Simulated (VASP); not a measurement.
Write the native input for VASP 6.6.1 that does the following.

```yaml
Task: single point
Functional: HSE06
Potentials_or_basis: VASP PAW PBE potentials, release 64 (Zn, S)
Cutoff: 400 eV
k_mesh: 6 × 6 × 6
Occupations: gaussian, width 0.05 eV
Spin: no spin polarisation
Dipole_correction: no
Grid_for_exact_exchange_PRECFOCK: Normal
Further_INCAR_settings: ALGO = Normal; EDIFF = 1e-06; NBANDS = 16
Share_of_exact_exchange: 0.25
Screening_parameter: 0.2079 1/Å
```

ZnS:

```xyz
2
Lattice="0.0000 2.7129 2.7129 2.7129 0.0000 2.7129 2.7129 2.7129 0.0000" Properties=species:S:1:pos:R:3 pbc="T T T"
Zn    0.0000    0.0000    0.0000
S     1.3564    1.3564    1.3564
```

These files were run (other wordings do the same):

POSCAR

```
ZnS
1.0
    0.0000000000      2.7128609896      2.7128609896
    2.7128609896      0.0000000000      2.7128609896
    2.7128609896      2.7128609896      0.0000000000
Zn S
1 1
Direct
    0.0000000000      0.0000000000      0.0000000000
    0.2500000000      0.2500000000      0.2500000000
```

INCAR.step1

```
  PREC = Accurate
  ENCUT = 400
  EDIFF = 1E-5
  ISMEAR = 0
  SIGMA = 0.05
  LREAL = False
  LASPH = True
  NELM = 120
  ALGO = Normal
  ISIF = 2
  LWAVE = True
  LCHARG = False
  NBANDS = 16
  GGA = PE
  GGA_COMPAT = False
```

INCAR.step2

```
  PREC = Accurate
  ENCUT = 400
  EDIFF = 1E-6
  ISMEAR = 0
  SIGMA = 0.05
  LREAL = False
  LASPH = True
  NELM = 120
  ALGO = Normal
  ISIF = 2
  LWAVE = False
  LCHARG = False
  GGA = PE
  LHFCALC = True
  HFSCREEN = 0.2079
  PRECFOCK = Normal
  NBANDS = 16
  ISTART = 1
  GGA_COMPAT = False
```

KPOINTS

```
Automatic mesh
0
Gamma
  6 6 6
```

Potentials or basis: VASP PAW PBE potentials, release 64 (Zn, S).

The run is started by

```sh
$ cat potpaw_PBE.64/Zn/POTCAR potpaw_PBE.64/S/POTCAR > POTCAR
$ cp INCAR.step1 INCAR
$ mpirun -np 1 vasp_std > vasp.out
$ cp INCAR.step2 INCAR
$ mpirun -np 1 vasp_std > vasp.out
```

It gave:

| Quantity | Value |
| --- | --- |
| Pressure | -0.3 GPa |
| Band gap on the k mesh | 3.27 eV |

Caveat: the PAW data sets were made with another functional, which shifts forces and pressure a little.

Run time: 22 min on 1 thread of Intel(R) Xeon(R) Platinum 8488C (Sapphire Rapids), on a shared host, peak memory 0.26 GiB.
